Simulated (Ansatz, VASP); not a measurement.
## C in VASP and in Ansatz

```
C
1.0
     2.66660    0.00000    0.00000
    -1.33330    2.30934    0.00000
     0.00000    0.00000   12.29180
C
12
Direct
  0.00000 0.00000 0.18686
  0.00000 0.00000 0.68686
  0.00000 0.00000 0.31314
  0.00000 0.00000 0.81314
  0.33333 0.66667 0.52077
  0.66667 0.33333 0.02077
  0.33333 0.66667 0.97923
  0.66667 0.33333 0.47923
  0.33333 0.66667 0.64506
  0.66667 0.33333 0.14506
  0.33333 0.66667 0.85494
  0.66667 0.33333 0.35494
```

Alike in both runs: task single point; functional LDA; k mesh 12 × 12 × 2; occupations gaussian, width 0.05 eV; no spin polarisation.

|  | VASP | Ansatz |
| --- | --- | --- |
| version | VASP 6.6.1 | Ansatz 0.2.0 |
| potentials or method | VASP PAW LDA potentials, release 64 (C), cutoff 520 eV | scalar-relativistic, plane waves, PAW |
| valence electrons in the cell | 48 | 48 |

```tsv
	VASP	Ansatz	Ansatz less VASP
gap on the k mesh at the Fermi level (eV)	3.43	3.44	+0.011
least direct gap on the mesh (eV)	4.34	4.34	+0.003
rms of the force components (eV/Å)	0.055	0.051	-0.0049
```

Ansatz warns that its potentials were made for another functional, while VASP's fit it. LDA's correlation is that of Perdew and Zunger in VASP and of Perdew and Wang (1992) in Ansatz. Atom by atom the forces differ by 0.012 eV/Å (rms over components).
